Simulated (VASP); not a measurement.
Wanted: the native input for a VASP 6.6.1 run.

```
Task                   : single point
Functional             : PBE
Potentials or basis    : VASP PAW PBE potentials, release 64 (Sr_sv)
Cutoff                 : 520 eV
k mesh                 : 10 × 10 × 10
Occupations            : fermi-dirac, width 0.05 eV
Spin                   : no spin polarisation
Dipole correction      : no
Further INCAR settings : ALGO = Normal; EDIFF = 1e-07; NBANDS = 11
```

The structure of Sr lies in POSCAR:

```
Sr
1.0
   -2.4022136893      2.4022136893      2.4022136893
    2.4022136893     -2.4022136893      2.4022136893
    2.4022136893      2.4022136893     -2.4022136893
Sr
1
Direct
    0.0000000000      0.0000000000      0.0000000000
```

The input as run:

INCAR

```
PREC     = Accurate       # precision mode
ENCUT    = 520            # plane-wave cutoff, eV
EDIFF    = 1E-7           # SCF threshold, eV
ISMEAR   = -1             # smearing method
SIGMA    = 0.05           # smearing width, eV
LREAL    = F              # projectors in reciprocal space
LASPH    = T              # aspherical terms in the spheres
NELM     = 80             # most SCF steps
ALGO     = Normal         # electronic algorithm
ISIF     = 2              # what is computed and relaxed
LWAVE    = F              # write WAVECAR
LCHARG   = F              # write CHGCAR
GGA      = PE             # functional
NBANDS   = 11             # bands
```

KPOINTS

```
Automatic mesh
0
Gamma
  10 10 10
```

Potentials or basis: VASP PAW PBE potentials, release 64 (Sr_sv).

Run with:

```bash
$ cat potpaw_PBE.64/Sr_sv/POTCAR > POTCAR
$ mpirun -np 1 vasp_std > vasp.out
```

It gave:

```
Pressure               : -0.3 GPa
Band gap on the k mesh : zero (band 5 reaches 1.80 eV, above the bottom of band 6 at 1.43 eV)
```

Wall time 34 s on 1 thread of AMD EPYC 7571 (shared host), peak memory 0.15 GiB.
